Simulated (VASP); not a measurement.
# Ge (I4_1/amd) in VASP: a series of runs, part 2 of 2

VASP 6.6.1.

## 3. Relaxation of cell and atoms, PBE

This run uses another cell than the first one, of 18.52 Å³/atom, 0.960 times its volume.

File INCAR:

```
SYSTEM = Ge
PREC = Accurate
ENCUT = 600
EDIFF = 1E-6
ISMEAR = 0
SIGMA = 0.1
LREAL = .False.
LASPH = .True.
NELM = 100
ALGO = Normal
ISIF = 3
LWAVE = .False.
LCHARG = .False.
GGA = PE
IBRION = 2
NSW = 100
EDIFFG = -0.005
```

File KPOINTS:

```
Automatic mesh
0
Gamma
  16 16 16
  0 0 0
```

File POSCAR:

```
Ge
1.0
   -2.5744897190      2.5744897190      1.3974126432
    2.5744897190     -2.5744897190      1.3974126432
    2.5744897190      2.5744897190     -1.3974126432
Ge
2
Direct
    0.2500000000      0.7500000000      0.5000000000
    0.5000000000      0.5000000000      0.0000000000
```

Potentials or basis: VASP PAW PBE potentials, release 64 (Ge_d).

Started as:

```
$ cat potpaw_PBE.64/Ge_d/POTCAR > POTCAR
$ mpirun -np 1 vasp_std > vasp.out
```

OUTCAR:

```text
SYSTEM = Ge
   PREC = Accurate
   ENCUT = 600
   EDIFF = 1E-6
   ISMEAR = 0
   LREAL = .False.
   LASPH = .True.
   NELM = 100
   ISIF = 3
   GGA = PE
   IBRION = 2
   NSW = 100
   EDIFFG = -0.005

 ion  position               nearest neighbor table
   1  0.250  0.750  0.500-   2 2.67   2 2.67   2 2.67   2 2.67
   2  0.500  0.500  0.000-   1 2.67   1 2.67   1 2.67   1 2.67

  LATTYP: Found a body centered tetragonal cell.
 ALAT       =     5.1489794380
 C/A-ratio  =     0.5427920853

  Lattice vectors:

 A1 = (  -2.5744897190,   2.5744897190,   1.3974126432)
 A2 = (   2.5744897190,  -2.5744897190,   1.3974126432)
 A3 = (   2.5744897190,   2.5744897190,  -1.3974126432)

Analysis of symmetry for initial positions (statically):
=====================================================================
 Subroutine PRICEL returns:
 Original cell was already a primitive cell.

 Routine SETGRP: Setting up the symmetry group for a
 body centered tetragonal supercell.

 Subroutine GETGRP returns: Found 16 space group operations
 (whereof  8 operations were pure point group operations)
 out of a pool of 16 trial point group operations.

The static configuration has the point symmetry D_2d.
 The point group associated with its full space group is D_4h.

Analysis of symmetry for dynamics (positions and initial velocities):
=====================================================================
 Subroutine PRICEL returns:
 Original cell was already a primitive cell.

 Routine SETGRP: Setting up the symmetry group for a
 body centered tetragonal supercell.

 Subroutine GETGRP returns: Found 16 space group operations
[... 142 lines left out ...]

--------------------------------------- Ionic step        1  -------------------------------------------

 number of electron      28.0000000 magnetization

 Free energy of the ion-electron system (eV)
  ---------------------------------------------------
  ext. energy  EPLUGINS =         0.00000000
  ---------------------------------------------------
  free energy    TOTEN  =        -8.56433568 eV

  energy without entropy =       -8.56103221  energy(sigma->0) =       -8.56268394

------------------------ aborting loop because EDIFF is reached ----------------------------------------

  FORCE on cell =-STRESS in cart. coord.  units (eV):
  Direction    XX          YY          ZZ          XY          YZ          ZX
  --------------------------------------------------------------------------------------
  -------------------------------------------------------------------------------------
  Total        0.6439080      0.6439080      0.7676411      0.0000000      0.0000000      0.0000000
  in kB       27.8462942     27.8462942     33.1972273      0.0000000      0.0000000      0.0000000
  external PRESSURE =      29.6299386 kB  Pullay stress =       0.0000000 kB
[... 89 lines left out ...]
  FREE ENERGIE OF THE ION-ELECTRON SYSTEM (eV)
  ---------------------------------------------------
  free  energy   TOTEN  =        -8.5790154909 eV

  energy  without entropy=       -8.5752230518  energy(sigma->0) =       -8.57711927

[... ionic steps 4 to 11 ...]

--------------------------------------- Ionic step       12  -------------------------------------------

 number of electron      28.0000025 magnetization

------------------------ aborting loop because EDIFF is reached ----------------------------------------
[... 67 lines left out ...]
--------------------------------------- Ionic step       14  -------------------------------------------

 number of electron      28.0000025 magnetization

 Free energy of the ion-electron system (eV)
  ---------------------------------------------------
  ext. energy  EPLUGINS =         0.00000000
  ---------------------------------------------------
  free energy    TOTEN  =        -8.57929482 eV

  energy without entropy =       -8.57572011  energy(sigma->0) =       -8.57750747

 E-fermi :   6.3842     XC(G=0): -11.1149

 val. band max:        6.3673523539   @ k =   0.1875   0.1250  -0.0000
 cond. band min:       6.3862623027   @ k =  -0.2500   0.3125   0.1875
 fundamental gap:      0.0189099488
 Fermi energy:         6.3842021478

 k-point     1 :       0.0000    0.0000    0.0000
  band No.  band energies     occupation
      1     -18.3648      2.00000
      2     -18.3243      2.00000
      3     -18.2953      2.00000
      4     -18.2944      2.00000
      5     -18.2060      2.00000
      6     -18.2060      2.00000
[... 481 lines left out ...]
      5     -18.2068      2.00000
      6     -18.2049      2.00000
[... 10 lines left out ...]
     17      13.5167      0.00000
     18      14.2134      0.00000

 [... further k-points ...]

------------------------ aborting loop because EDIFF is reached ----------------------------------------

  FORCE on cell =-STRESS in cart. coord.  units (eV):
  Direction    XX          YY          ZZ          XY          YZ          ZX
  --------------------------------------------------------------------------------------
  -------------------------------------------------------------------------------------
  Total       -0.0014608     -0.0014608     -0.0029018      0.0000000      0.0000000      0.0000000
  in kB       -0.0606462     -0.0606462     -0.1204730      0.0000000      0.0000000      0.0000000
  external PRESSURE =      -0.0805885 kB  Pullay stress =       0.0000000 kB
[... 17 lines left out ...]
  FREE ENERGIE OF THE ION-ELECTRON SYSTEM (eV)
  ---------------------------------------------------
  free  energy   TOTEN  =        -8.5792948237 eV

  energy  without entropy=       -8.5757201122  energy(sigma->0) =       -8.57750747

 reached required accuracy - stopping structural energy minimisation
```

OSZICAR:

```text
N       E                     dE             d eps       ncg     rms          rms(c)
DAV:   1     0.159314303745E+03    0.15931E+03   -0.16254E+04 13004   0.487E+03
DAV:   2     0.102262312171E+02   -0.14909E+03   -0.14674E+03 12584   0.553E+02
[... 91 lines left out ...]
  13 F= -.85792973E+01 E0= -.85775083E+01  d E =-.406494E-05
       N       E                     dE             d eps       ncg     rms          rms(c)
DAV:   1    -0.857930717115E+01   -0.90594E-05   -0.17608E-04 15522   0.274E-01    0.207E-02
DAV:   2    -0.857929753072E+01    0.96404E-05   -0.12975E-05 16094   0.742E-02    0.104E-02
DAV:   3    -0.857929467878E+01    0.28519E-05   -0.50188E-06 14730   0.410E-02    0.231E-03
DAV:   4    -0.857929482369E+01   -0.14491E-06   -0.49848E-07  6662   0.154E-02
  14 F= -.85792948E+01 E0= -.85775075E+01  d E =-.162770E-05
```

CONTCAR:

```text
Ge
   1.00000000000000
    -2.6033212098315714    2.6033212098315714    1.4235723732621275
     2.6033212098315714   -2.6033212098315714    1.4235723732621275
     2.6033212098315714    2.6033212098315714   -1.4235723732621275
  Ge
     2
Direct
     0.2500000000000000    0.7500000000000000    0.5000000000000000
     0.5000000000000000    0.5000000000000000    0.0000000000000000

  0.00000000E+00  0.00000000E+00  0.00000000E+00
  0.00000000E+00  0.00000000E+00  0.00000000E+00
```

Run time: 8.1 min. Hardware: 1 thread of Intel Xeon Platinum 8559C (Emerald Rapids), shared host; peak memory 0.36 GiB.

Results:

- Free energy: -8.5793 eV
- Relaxed volume: 19.30 Å³/atom
- Relaxed cell: a = 3.947 Å, b = 3.947 Å, c = 3.947 Å, α = 97.47°, β = 97.47°, γ = 137.72°
- Space group after relaxing (to 0.05 Å): I4_1/amd (No. 141)
- Energy gained by relaxing: 7.5 meV/atom
- Ionic steps: 14
- Pressure after relaxing: 0.0 GPa
- Band gap on the k mesh: zero (band 14 reaches 8.26 eV, above the bottom of band 15 at 3.18 eV)

Step by step:
| step | energy change (eV) | largest force (eV/Å) | pressure (GPa) | volume (Å³) |
| --- | --- | --- | --- | --- |
| 1 | 0.0000 | 0.0000 | 2.96 | 37.05 |
| 2 | -0.0144 | 0.0000 | -0.17 | 38.92 |
| 3 | -0.0147 | 0.0000 | -0.30 | 38.78 |
| 4 | -0.0148 | 0.0000 | -0.03 | 38.62 |
| 5 | -0.0148 | 0.0000 | 0.08 | 38.59 |
| 6 | -0.0149 | 0.0000 | 0.06 | 38.59 |
| 7 | -0.0150 | 0.0000 | 0.06 | 38.59 |
| 8 | -0.0150 | 0.0000 | 0.06 | 38.59 |
| 9 | -0.0150 | 0.0000 | 0.06 | 38.59 |
| 10 | -0.0150 | 0.0000 | 0.07 | 38.59 |
| 11 | -0.0150 | 0.0000 | -0.10 | 38.64 |
| 12 | -0.0150 | 0.0000 | -0.14 | 38.62 |
| 13 | -0.0150 | 0.0000 | -0.13 | 38.60 |
| 14 | -0.0150 | 0.0000 | -0.01 | 38.59 |

Final structure:
```
Ge
1.0
    -2.60332    2.60332    1.42357
     2.60332   -2.60332    1.42357
     2.60332    2.60332   -1.42357
Ge
2
Direct
  0.25000 0.75000 0.50000
  0.50000 0.50000 0.00000
```

## 4. Relaxation of shape and atoms at fixed volume, PBE (volume scaled by 1.03)

File INCAR:

```
SYSTEM = Ge
PREC     = Accurate       ! precision mode
ENCUT    = 600            ! plane-wave cutoff, eV
EDIFF    = 1E-6           ! SCF threshold, eV
ISMEAR   = 0              ! smearing method
SIGMA    = 0.1            ! smearing width, eV
LREAL    = .FALSE.        ! projectors in reciprocal space
LASPH    = .TRUE.         ! aspherical terms in the spheres
NELM     = 60             ! most SCF steps
ALGO     = Normal         ! electronic algorithm
ISIF     = 4              ! what is computed and relaxed
LWAVE    = .FALSE.        ! write WAVECAR
LCHARG   = .FALSE.        ! write CHGCAR
GGA      = PE             ! functional
IBRION   = 2              ! ionic algorithm
NSW      = 50             ! ionic steps
EDIFFG   = -0.01          ! ionic threshold
```

File KPOINTS:

```
regular mesh
0
G
  16 16 16
  0 0 0
```

File POSCAR:

```
Ge
1.0
   -2.6290792935      2.6290792935      1.4373335862
    2.6290792935     -2.6290792935      1.4373335862
    2.6290792935      2.6290792935     -1.4373335862
Ge
2
Direct
    0.2500000000      0.7500000000      0.5000000000
    0.5000000000      0.5000000000      0.0000000000
```

Started as:

```
$ cat potpaw_PBE.64/Ge_d/POTCAR > POTCAR
$ mpirun -np 1 vasp_std > vasp.out
```

It took 3.4 min on 1 thread of Intel Xeon Platinum 8259CL at 2.50GHz (Skylake/Cascade Lake), shared host; peak memory 0.38 GiB.

Results (log left out):

```
Free energy               : -8.5730 eV
Energy gained by relaxing : 0.0 meV/atom
Ionic steps               : 2
Pressure after relaxing   : -1.8 GPa
Band gap on the k mesh    : zero (band 14 reaches 7.89 eV, above the bottom of band 15 at 2.99 eV)
```

Stress tensor (GPa, compression positive):
```
-1.85  0.00  0.00
 0.00 -1.85  0.00
 0.00  0.00 -1.77
```

Final structure:
```
CELL_PARAMETERS angstrom
-2.62830 2.62830 1.43818
2.62830 -2.62830 1.43818
2.62830 2.62830 -1.43818
ATOMIC_POSITIONS crystal
Ge 0.25000 0.75000 0.50000
Ge 0.50000 0.50000 0.00000
```

Levels at points of the mesh, in eV from the Fermi level:
| k point | band 12 | band 13 | band 14 | band 15 | band 16 | band 17 |
| --- | --- | --- | --- | --- | --- | --- |
| (0.00, 0.00, 0.00) | -4.23 | -2.14 | -2.14 | 3.44 | 7.18 | 7.18 |
| (0.50, 0.00, 0.00) | -6.18 | -2.71 | -1.84 | -1.28 | 2.55 | 3.32 |
| (0.50, 0.50, 0.00) | -10.15 | 0.65 | 0.65 | 1.80 | 1.80 | 6.94 |
| (0.50, 0.50, 0.50) | -8.65 | -5.48 | -5.48 | 5.68 | 5.68 | 10.30 |

Caveat: the cell differs from its parent crystal (volume scaled by 1.03).

## 5. Summary

| task | cell | cutoff (eV) | gap on the mesh (eV) | pressure (GPa) |
| --- | --- | --- | --- | --- |
| single point | a = 3.947 Å, angles 97.5, 97.5, 137.7°, 2 atoms | 520 | none | 0.0 |
| relaxation of cell and atoms | relaxed from a = 3.900 Å, angles 97.4, 97.4, 138.0°, 2 atoms | 600 | none | 0.0 |
| relaxation of shape and atoms at fixed volume | relaxed from a = 3.986 Å, angles 97.5, 97.5, 137.7°, 2 atoms | 600 | none | -1.8 |

Alike in all rows: level PBE; potentials or basis VASP PAW PBE potentials, release 64 (Ge_d); no spin polarisation; k mesh 16 × 16 × 16; smearing gaussian 0.1 eV.

Absolute energies hang on the potentials; compare differences alone.
